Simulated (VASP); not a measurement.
Input of a VASP 6.6.1 run:

The input INCAR:

```
SYSTEM = Al
  PREC = Accurate
  ENCUT = 520
  EDIFF = 1E-6
  ISMEAR = -1
  SIGMA = 0.08
  LREAL = .False.
  LASPH = .True.
  NELM = 100
  ALGO = Normal
  ISIF = 2
  LWAVE = .False.
  LCHARG = .False.
  GGA = PS
  NBANDS = 8
```

File KPOINTS:

```
Automatic mesh
0
Gamma
  18 18 18
  0 0 0
```

File POSCAR:

```
Al
1.0
    0.0000000000      1.5385914522      1.5385914522
    1.5385914522      0.0000000000      1.5385914522
    1.5385914522      1.5385914522      0.0000000000
Al
1
Direct
    0.0000000000      0.0000000000      0.0000000000
```

Potentials or basis: VASP PAW PBE potentials, release 64 (Al).

Run with:

```console
$ cat potpaw_PBE.64/Al/POTCAR > POTCAR
$ mpirun -np 1 vasp_std > vasp.out
```

Question: Estimate the pressure.

Answer: 343.4 GPa.

Caveat: the PAW data sets were made with another functional, which shifts forces and pressure a little.
